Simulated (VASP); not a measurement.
# Sn (Im-3m) in VASP: notebook

Runs on Sn. Level: r2SCAN. Tasks: relaxation of cell and atoms.

Program: VASP 6.6.1. These are calculated values, not measurements. Logs are shortened: lines on timing, memory, paths and dates and some standing lists are left out, and cuts for length are marked.

### 1 The cell of the first run

The structure is cubic, space group Im-3m (No. 229). Conventional cell: a = 3.785 Å, b = 3.785 Å, c = 3.785 Å, α = 90.00°, β = 90.00°, γ = 90.00°. Within 4.3 Å of Sn (site symmetry m-3m) lie 14 Sn at 3.28 to 3.78 Å.

This isn't the form of Sn at room conditions, which is tetragonal (white tin).

### 2 Relaxation of cell and atoms, r2SCAN

Contents of POSCAR:

```
Sn
1.0
   -1.8924849736      1.8924849736      1.8924849736
    1.8924849736     -1.8924849736      1.8924849736
    1.8924849736      1.8924849736     -1.8924849736
Sn
1
Direct
    0.0000000000      0.0000000000      0.0000000000
```

Contents of INCAR.step1:

```
PREC = Accurate
ENCUT = 600
ISMEAR = 1
SIGMA = 0.05
LREAL = False
LASPH = True
NELM = 60
GGA = PE
ALGO = Normal
EDIFF = 1E-4
LWAVE = True
LCHARG = False
```

Contents of INCAR.step2:

```
PREC = Accurate
ENCUT = 600
EDIFF = 1E-6
ISMEAR = 1
SIGMA = 0.05
LREAL = False
LASPH = True
NELM = 60
ALGO = Normal
ISIF = 3
LWAVE = False
LCHARG = False
METAGGA = R2SCAN
LMIXTAU = True
IBRION = 2
NSW = 60
EDIFFG = -0.01
ISTART = 1
```

Contents of KPOINTS:

```
regular mesh
0
Gamma
  16 16 16
```

Potentials or basis: VASP PAW PBE potentials, release 64 (Sn_d).

The run is started by

```bash
$ cat potpaw_PBE.64/Sn_d/POTCAR > POTCAR
$ cp INCAR.step1 INCAR
$ mpirun -np 1 vasp_std > vasp.out
$ cp INCAR.step2 INCAR
$ mpirun -np 1 vasp_std > vasp.out
```

OUTCAR:

```text
PREC = Accurate
   ENCUT = 600
   EDIFF = 1E-6
   ISMEAR = 1
   LREAL = False
   LASPH = True
   NELM = 60
   ISIF = 3
   METAGGA = R2SCAN
   IBRION = 2
   NSW = 60
   EDIFFG = -0.01
   ISTART = 1

 ion  position               nearest neighbor table
   1  0.000  0.000  0.000-

  LATTYP: Found a body centered cubic cell.
 ALAT       =     3.7849699472

  Lattice vectors:

 A1 = (  -1.8924849736,   1.8924849736,   1.8924849736)
 A2 = (   1.8924849736,  -1.8924849736,   1.8924849736)
 A3 = (   1.8924849736,   1.8924849736,  -1.8924849736)

Analysis of symmetry for initial positions (statically):
=====================================================================
 Subroutine PRICEL returns:
 Original cell was already a primitive cell.

 Routine SETGRP: Setting up the symmetry group for a
 body centered cubic supercell.

 Subroutine GETGRP returns: Found 48 space group operations
 (whereof 48 operations were pure point group operations)
 out of a pool of 48 trial point group operations.

The static configuration has the point symmetry O_h .

Analysis of symmetry for dynamics (positions and initial velocities):
=====================================================================
 Subroutine PRICEL returns:
 Original cell was already a primitive cell.

 Routine SETGRP: Setting up the symmetry group for a
 body centered cubic supercell.

 Subroutine GETGRP returns: Found 48 space group operations
 (whereof 48 operations were pure point group operations)
 out of a pool of 48 trial point group operations.

The dynamic configuration has the point symmetry O_h .

 Subroutine INISYM returns: Found 48 space group operations
 (whereof 48 operations are pure point group operations),
 and found     1 'primitive' translations

----------------------------------------------------------------------------------------

                                     Primitive cell

  volume of cell :      27.1117

  direct lattice vectors                    reciprocal lattice vectors
    -1.892484974  1.892484974  1.892484974     0.000000000  0.264202890  0.264202890
     1.892484974 -1.892484974  1.892484974     0.264202890  0.000000000  0.264202890
     1.892484974  1.892484974 -1.892484974     0.264202890  0.264202890  0.000000000

  length of vectors
[... 141 lines left out ...]

 VOLUME and BASIS-vectors are now :
 -----------------------------------------------------------------------------
  energy-cutoff  :      600.00
  volume of cell :       27.11
      direct lattice vectors                 reciprocal lattice vectors
    -1.892484974  1.892484974  1.892484974     0.000000000  0.264202890  0.264202890
     1.892484974 -1.892484974  1.892484974     0.264202890  0.000000000  0.264202890
     1.892484974  1.892484974 -1.892484974     0.264202890  0.264202890  0.000000000

 POSITION                                       TOTAL-FORCE (eV/Angst)
 -----------------------------------------------------------------------------------
      0.00000      0.00000      0.00000        -0.000000      0.000000      0.000000
 -----------------------------------------------------------------------------------
    total drift:                               -0.000000     -0.000000     -0.000000

  FREE ENERGIE OF THE ION-ELECTRON SYSTEM (eV)
  ---------------------------------------------------
  free  energy   TOTEN  =       -24.4969747044 eV

  energy  without entropy=      -24.4970262461  energy(sigma->0) =      -24.49699188

--------------------------------------- Ionic step        2  -------------------------------------------

 number of electron      13.9999996 magnetization

 Free energy of the ion-electron system (eV)
  ---------------------------------------------------
  ext. energy  EPLUGINS =         0.00000000
  ---------------------------------------------------
  free energy    TOTEN  =       -24.49697526 eV

  energy without entropy =      -24.49703407  energy(sigma->0) =      -24.49699486

 E-fermi :   7.9946     XC(G=0): -11.2616

 val. band max:        7.9936281679   @ k =  -0.2500   0.3750   0.1250
 cond. band min:       8.0430924468   @ k =   0.2500   0.1875   0.1250
 fundamental gap:      0.0494642788
 Fermi energy:         7.9945772507

 k-point     1 :       0.0000    0.0000    0.0000
  band No.  band energies     occupation
      1     -14.2192      2.00000
      2     -14.2192      2.00000
      3     -14.2192      2.00000
      4     -14.0661      2.00000
      5     -14.0661      2.00000
      6      -3.6130      2.00000
      7      16.4809      0.00000
      8      16.4809      0.00000
      9      16.4809      0.00000
     10      20.9558      0.00000
     11      20.9558      0.00000
[... 309 lines left out ...]
 k-point    24 :       0.2500    0.1875   -0.0000
  band No.  band energies     occupation
      1     -14.2379      2.00000
      2     -14.1779      2.00000
      3     -14.0905      2.00000
      4     -14.0819      2.00000
      5     -14.0315      2.00000
      6      -0.2974      2.00000
      7       7.0365      2.00000
      8       9.2609      0.00000
      9      13.1080      0.00000
     10      18.4443      0.00000
     11      19.7115      0.00000

 [... further k-points ...]

------------------------ aborting loop because EDIFF is reached ----------------------------------------

  FORCE on cell =-STRESS in cart. coord.  units (eV):
  Direction    XX          YY          ZZ          XY          YZ          ZX
  --------------------------------------------------------------------------------------
  -------------------------------------------------------------------------------------
  Total       -0.0073692     -0.0073692     -0.0073692      0.0000000      0.0000000     -0.0000000
  in kB       -0.4346771     -0.4346771     -0.4346771      0.0000000      0.0000000     -0.0000000
  external PRESSURE =      -0.4346771 kB  Pullay stress =       0.0000000 kB

 VOLUME and BASIS-vectors are now :
 -----------------------------------------------------------------------------
  energy-cutoff  :      600.00
  volume of cell :       27.16
      direct lattice vectors                 reciprocal lattice vectors
    -1.893661583  1.893661583  1.893661583     0.000000000  0.264038730  0.264038730
     1.893661583 -1.893661583  1.893661583     0.264038730  0.000000000  0.264038730
     1.893661583  1.893661583 -1.893661583     0.264038730  0.264038730  0.000000000

 POSITION                                       TOTAL-FORCE (eV/Angst)
 -----------------------------------------------------------------------------------
     -0.00000      0.00000      0.00000        -0.000000      0.000000      0.000000
 -----------------------------------------------------------------------------------
    total drift:                               -0.000000     -0.000000     -0.000000

  FREE ENERGIE OF THE ION-ELECTRON SYSTEM (eV)
  ---------------------------------------------------
  free  energy   TOTEN  =       -24.4969752623 eV

  energy  without entropy=      -24.4970340653  energy(sigma->0) =      -24.49699486

 reached required accuracy - stopping structural energy minimisation
```

OUTCAR.step1:

```text
PREC = Accurate
   ENCUT = 600
   ISMEAR = 1
   LREAL = False
   LASPH = True
   NELM = 60
[... 551 lines left out ...]

 POSITION                                       TOTAL-FORCE (eV/Angst)
 -----------------------------------------------------------------------------------
      0.00000      0.00000      0.00000         0.000000     -0.000000      0.000000
 -----------------------------------------------------------------------------------
    total drift:                               -0.000000     -0.000000     -0.000000

  FREE ENERGIE OF THE ION-ELECTRON SYSTEM (eV)
  ---------------------------------------------------
  free  energy   TOTEN  =        -3.7701514726 eV

  energy  without entropy=       -3.7702942370  energy(sigma->0) =       -3.77019906
```

Run time: 6.7 min. Hardware: 1 thread of Intel Xeon 8259CL, shared host; peak memory 0.21 GiB.

What came out:

```
Free energy                           : -24.4970 eV
Relaxed volume                        : 27.16 Å³/atom
Relaxed cell                          : a = 3.280 Å, b = 3.280 Å, c = 3.280 Å, α = 109.47°, β = 109.47°, γ = 109.47°
Space group after relaxing (to 0.1 Å) : Im-3m (No. 229)
Energy gained by relaxing             : 0.0 meV/atom
Ionic steps                           : 2
Pressure after relaxing               : 0.0 GPa
Band gap on the k mesh                : zero (bands 7 and 8 overlap by 10.96 eV)
```

Final structure:
```
CELL_PARAMETERS angstrom
-1.89366 1.89366 1.89366
1.89366 -1.89366 1.89366
1.89366 1.89366 -1.89366
ATOMIC_POSITIONS crystal
Sn 0.00000 0.00000 0.00000
```

Levels at points of the mesh, in eV from the Fermi level:
| k point | band 4 | band 5 | band 6 | band 7 | band 8 | band 9 | band 10 | band 11 |
| --- | --- | --- | --- | --- | --- | --- | --- | --- |
| (0.00, 0.00, 0.00) | -22.06 | -22.06 | -11.61 | 8.49 | 8.49 | 8.49 | 12.96 | 12.96 |
| (0.50, 0.00, 0.00) | -22.07 | -21.97 | -6.60 | -4.64 | 3.79 | 5.90 | 8.62 | 8.67 |
| (0.50, 0.50, 0.50) | -21.99 | -21.99 | -2.27 | -0.55 | -0.55 | -0.55 | 4.23 | 4.23 |

Caveat: the PAW data sets were made with another functional, which shifts forces and pressure a little; spin-orbit coupling is left out, which moves the levels of the heavy elements.

### 3 Relaxation of cell and atoms, r2SCAN

This run uses another cell than the first one, of 25.95 Å³/atom.

Contents of POSCAR:

```
Sn
1.0
   -1.8650000000      1.8650000000      1.8650000000
    1.8650000000     -1.8650000000      1.8650000000
    1.8650000000      1.8650000000     -1.8650000000
Sn
1
Direct
    0.0000000000      0.0000000000      0.0000000000
```

Contents of INCAR.step1:

```
PREC = Accurate
ENCUT = 550
ISMEAR = 1
SIGMA = 0.05
LREAL = False
LASPH = True
NELM = 120
GGA = PE
ALGO = Normal
EDIFF = 1E-5
LWAVE = True
LCHARG = False
GGA_COMPAT = False
IBRION = 2
ISIF = 3
EDIFFG = -0.005
NELMIN = 4
NSW = 100
```

Contents of INCAR.step2:

```
PREC = Accurate
ENCUT = 550
EDIFF = 1E-7
ISMEAR = 1
SIGMA = 0.05
LREAL = False
LASPH = True
NELM = 120
ALGO = Normal
ISIF = 3
LWAVE = False
LCHARG = False
METAGGA = R2SCAN
LMIXTAU = True
IBRION = 2
NSW = 60
EDIFFG = -0.01
ISTART = 1
GGA_COMPAT = False
NELMIN = 4
```

Contents of KPOINTS:

```
Automatic mesh
0
Gamma
  16 16 16
```

Potentials or basis: VASP PAW PBE potentials, release 64 (Sn_d).

The run is started by

```bash
$ cat potpaw_PBE.64/Sn_d/POTCAR > POTCAR
$ cp INCAR.step1 INCAR
$ mpirun -np 1 vasp_std > vasp.out
$ cp INCAR.step2 INCAR
$ mpirun -np 1 vasp_std > vasp.out
```

Wall time 10 min (1 thread of Intel Xeon Platinum 8488C (Sapphire Rapids), shared host); peak memory 0.2 GiB.

Results (log left out):

| Item | Value |
| --- | --- |
| Free energy | -24.4956 eV |
| Relaxed volume | 27.11 Å³/atom |
| Relaxed cell | a = 3.278 Å, b = 3.278 Å, c = 3.278 Å, α = 109.47°, β = 109.47°, γ = 109.47° |
| Space group after relaxing (to 0.1 Å) | Im-3m (No. 229) |
| Energy gained by relaxing | 8.2 meV/atom |
| Ionic steps | 3 |
| Pressure after relaxing | 0.0 GPa |
| Band gap on the k mesh | zero (bands 7 and 8 overlap by 10.99 eV) |

The path:
| step | energy change (eV) | largest force (eV/Å) | pressure (GPa) | volume (Å³) |
| --- | --- | --- | --- | --- |
| 1 | 0.0000 | 0.0000 | 2.32 | 25.95 |
| 2 | -0.0078 | 0.0000 | -0.49 | 27.39 |
| 3 | -0.0082 | 0.0000 | 0.01 | 27.11 |

Final structure:
```
Sn
1.0
    -1.89242    1.89242    1.89242
     1.89242   -1.89242    1.89242
     1.89242    1.89242   -1.89242
Sn
1
Direct
  0.00000 0.00000 0.00000
```

Levels at points of the mesh, in eV from the Fermi level:
```
           k point  band 3  band 4  band 5  band 6  band 7  band 8  band 9  band 10  band 11
(0.00, 0.00, 0.00)  -22.22  -22.06  -22.06  -11.62    8.50    8.50    8.50    12.96    12.96
(0.50, 0.00, 0.00)  -22.07  -22.07  -21.97   -6.60   -4.65    3.80    5.91     8.63     8.68
(0.50, 0.50, 0.50)  -21.99  -21.99  -21.99   -2.26   -0.55   -0.55   -0.55     4.23     4.23
```

Caveat: the PAW data sets were made with another functional, which shifts forces and pressure a little; spin-orbit coupling is left out, which moves the levels of the heavy elements.
